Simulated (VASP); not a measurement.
Input of a VASP 6.6.1 run:

File INCAR:

```
SYSTEM = BeZn3Se4
PREC = Accurate ; ENCUT = 520
EDIFF = 1E-7 ; ISMEAR = 0
SIGMA = 0.02 ; LREAL = .False.
LASPH = .True. ; NELM = 60
ALGO = Normal ; ISIF = 2
LWAVE = .False. ; LCHARG = .False.
GGA = PE ; NBANDS = 41
```

KPOINTS

```
regular mesh
0
Gamma
  8 4 6
  0 0 0
```

The input POSCAR:

```
BeZn3Se4
1.0
    3.9447850000      0.0000000000      0.0000000000
    0.0000000000      7.9054789000      0.0000000000
    0.0000000000      0.0000000000      5.6089789000
Be Zn Se
1 3 4
Direct
    0.5000000000      0.0000000000      0.5047950000
    0.0000000000      0.7624020000      0.0003780000
    0.0000000000      0.2375980000      0.0003780000
    0.5000000000      0.5000000000      0.4982920000
    0.5000000000      0.7667240000      0.7358410000
    0.0000000000      0.0000000000      0.2872140000
    0.5000000000      0.2332760000      0.7358410000
    0.0000000000      0.5000000000      0.2372610000
```

Potentials or basis: VASP PAW PBE potentials, release 64 (Be, Zn, Se).

The run is started by

```console
$ cat potpaw_PBE.64/Be/POTCAR potpaw_PBE.64/Zn/POTCAR potpaw_PBE.64/Se/POTCAR > POTCAR
$ mpirun -np 1 vasp_std > vasp.out
```

What does it give for the band gap on the k mesh?

1.65 eV, direct.

Predict the pressure.

0.2 GPa.

What does it give for the largest force?

0.013 eV/Å.

Forces on the atoms (eV/Å):
```
Be   0.000  0.000  0.001
Zn   0.000  0.004  0.003
Zn   0.000 -0.004  0.003
Zn   0.000  0.000  0.005
Se   0.000  0.007 -0.011
Se   0.000  0.000  0.009
Se   0.000 -0.007 -0.011
Se   0.000  0.000  0.002
```

Expect the measured gap to be larger: semilocal functionals such as PBE lack the derivative discontinuity.
